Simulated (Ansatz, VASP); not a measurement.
Zr: VASP beside Ansatz

```
Zr
1.0
     0.00000    2.55979    2.55979
     2.55979    0.00000    2.55979
     2.55979    2.55979    0.00000
Zr
2
Direct
  0.87500 0.87500 0.87500
  0.12500 0.12500 0.12500
```

Alike in both runs: task single point; functional PBEsol; k mesh 12 × 12 × 12; occupations fermi-dirac, width 0.1 eV; no spin polarisation.

|  | VASP | Ansatz |
| --- | --- | --- |
| version | VASP 6.6.1 | Ansatz 0.2.0 |
| potentials or method | VASP PAW PBE potentials, release 64 (Zr_sv) | PAW with other files of Ansatz's library (level accurate), scalar-relativistic |
| plane-wave cutoff (eV) | 520 | 500 |
| valence electrons in the cell | 24 | 24 |

```tsv
	VASP	Ansatz	Ansatz less VASP
pressure (GPa)	72.5	70.8	-1.79
```

VASP's potentials were made for PBE, not for PBEsol. Both programs put the cell under a high pressure, so it lies far from rest at this level.

Noted on VASP's run: the cell as given lies far from equilibrium.
